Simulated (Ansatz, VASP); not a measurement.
CaO: VASP beside Ansatz

```
CELL_PARAMETERS angstrom
0.00000 2.45350 2.45350
2.45350 0.00000 2.45350
2.45350 2.45350 0.00000
ATOMIC_POSITIONS crystal
Ca 0.00000 0.00000 0.00000
O 0.50000 0.50000 0.50000
```

Alike in both runs: task single point; functional LDA; k mesh 6 × 6 × 6; occupations gaussian, width 0.1 eV; no spin polarisation.

```csv
,VASP,Ansatz
version,VASP 6.6.1,Ansatz 0.2.0
potentials or method,"VASP PAW LDA potentials, release 64 (Ca_sv, O), cutoff 600 eV","scalar-relativistic, plane waves, PAW"
valence electrons in the cell,16,16
```

|  | VASP | Ansatz | Ansatz less VASP |
| --- | --- | --- | --- |
| gap on the k mesh at the Fermi level (eV) | 3.48 | 3.50 | +0.023 |
| least direct gap on the mesh (eV) | 3.87 | 3.89 | +0.024 |
| pressure (GPa) | -11.7 | -12.2 | -0.51 |

Ansatz warns that its potentials were made for another functional, while VASP's fit it. LDA's correlation is that of Perdew and Zunger in VASP and of Perdew and Wang (1992) in Ansatz.
